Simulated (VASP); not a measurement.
A run of VASP 6.6.1 is set up as follows.

File POSCAR:

```
HfO2
1.0
    3.5768243321      0.0000000000      0.0000000000
    0.0000000000      3.5768243321      0.0000000000
    0.0000000000      0.0000000000      5.2026739521
Hf O
2 4
Direct
    0.5000000000      0.5000000000      0.4948313341
    0.0000000000      0.0000000000     -0.0051686659
    0.0000000000      0.5000000000      0.7249948628
    0.5000000000      0.0000000000      0.8326677936
    0.5000000000      0.0000000000      0.3326677936
    0.0000000000      0.5000000000      0.2249948628
```

Contents of INCAR.step1:

```
PREC = Accurate
ENCUT = 520
ISMEAR = 0
SIGMA = 0.05
LREAL = False
LASPH = True
NELM = 100
NBANDS = 31
GGA = PE
ALGO = Normal
EDIFF = 1E-4
LWAVE = True
LCHARG = False
```

The input INCAR.step2:

```
PREC = Accurate
ENCUT = 520
EDIFF = 1E-6
ISMEAR = 0
SIGMA = 0.05
LREAL = False
LASPH = True
NELM = 100
ALGO = Normal
ISIF = 2
LWAVE = False
LCHARG = False
METAGGA = R2SCAN
LMIXTAU = True
NBANDS = 31
ISTART = 1
```

KPOINTS

```
Automatic mesh
0
Gamma
  6 6 6
```

Potentials or basis: VASP PAW PBE potentials, release 64 (Hf_pv, O).

Launch:

```bash
$ cat potpaw_PBE.64/Hf_pv/POTCAR potpaw_PBE.64/O/POTCAR > POTCAR
$ cp INCAR.step1 INCAR
$ mpirun -np 1 vasp_std > vasp.out
$ cp INCAR.step2 INCAR
$ mpirun -np 1 vasp_std > vasp.out
```

**Question.** Predict the band gap on the k mesh.

**Answer.** 5.17 eV, indirect (least direct gap 5.19 eV).

**Question.** Estimate the pressure.

**Answer.** -0.1 GPa.

Forces in eV/Å, atoms in the order of the input:
```
Hf   0.000  0.000  1.693
Hf   0.000  0.000  1.693
O    0.000  0.000 -0.721
O    0.000  0.000 -0.972
O    0.000  0.000 -0.972
O    0.000  0.000 -0.721
```

Caveat: the cell differs from its parent crystal (mode 10 (318.6 1/cm) frozen in, largest displacement +0.150 Å); the PAW data sets were made with another functional, which shifts forces and pressure a little; spin-orbit coupling is left out, which moves the levels of the heavy elements. A k mesh can miss the band edges.
